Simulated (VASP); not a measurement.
## WSe2: single point with r2SCAN

WSe2, a slab with vacuum:

```
W Se
1.0
     3.40814    0.00000    0.00000
    -1.70407    2.95154    0.00000
     0.00000    0.00000   22.77966
W Se
2 4
Direct
  0.66667 0.33333 0.14239
  0.33333 0.66667 0.85761
  0.33333 0.66667 0.21135
  0.66667 0.33333 0.92662
  0.33333 0.66667 0.07338
  0.66667 0.33333 0.78865
```

This cell differs from its parent crystal: ratio of the length along z to the lengths across it x 0.92, volume and fractional coordinates fixed.

```
Program                : VASP 6.6.1
Task                   : single point
Functional             : r2SCAN
Potentials or basis    : VASP PAW PBE potentials, release 64 (W_sv, Se)
Cutoff                 : 520 eV
k mesh                 : 12 × 12 × 2
Occupations            : gaussian, width 0.05 eV
Spin                   : no spin polarisation
Dipole correction      : no
Further INCAR settings : ALGO = Normal; EDIFF = 1e-07; NBANDS = 35
```

```json
{"Largest force": "1.175 eV/Å", "Band gap on the k mesh": "0.56 eV (least direct gap 1.19 eV)"}
```

Forces on the atoms (eV/Å):
```
W    0.000  0.000  0.004
W    0.000  0.000 -0.004
Se   0.000  0.000  1.175
Se   0.000  0.000  1.129
Se   0.000  0.000 -1.129
Se   0.000  0.000 -1.175
```

Levels at points of the mesh, in eV from the valence-band top:
```csv
k point,band 22,band 23,band 24,band 25,band 26,band 27,band 28,band 29,band 30,band 31
"(0.00, 0.00, 0.00)",-2.36,-2.36,-1.73,-0.47,0.00,2.34,2.34,2.35,2.35,2.70
"(0.50, 0.00, 0.00)",-2.33,-2.14,-2.07,-1.52,-1.44,1.55,1.57,1.92,1.95,3.33
"(0.00, 0.00, 0.50)",-2.36,-2.36,-1.73,-0.47,0.00,2.34,2.34,2.35,2.35,2.70
"(0.50, 0.00, 0.50)",-2.33,-2.14,-2.07,-1.52,-1.44,1.55,1.57,1.92,1.95,3.33
```

Run time: 36 min on 1 thread of Intel(R) Xeon(R) Platinum 8259CL CPU @ 2.50GHz (Skylake/Cascade Lake), with other jobs on the host, peak memory 0.55 GiB.

Caveat: the PAW data sets were made with another functional, which shifts forces and pressure a little; spin-orbit coupling is left out, which moves the levels of the heavy elements.
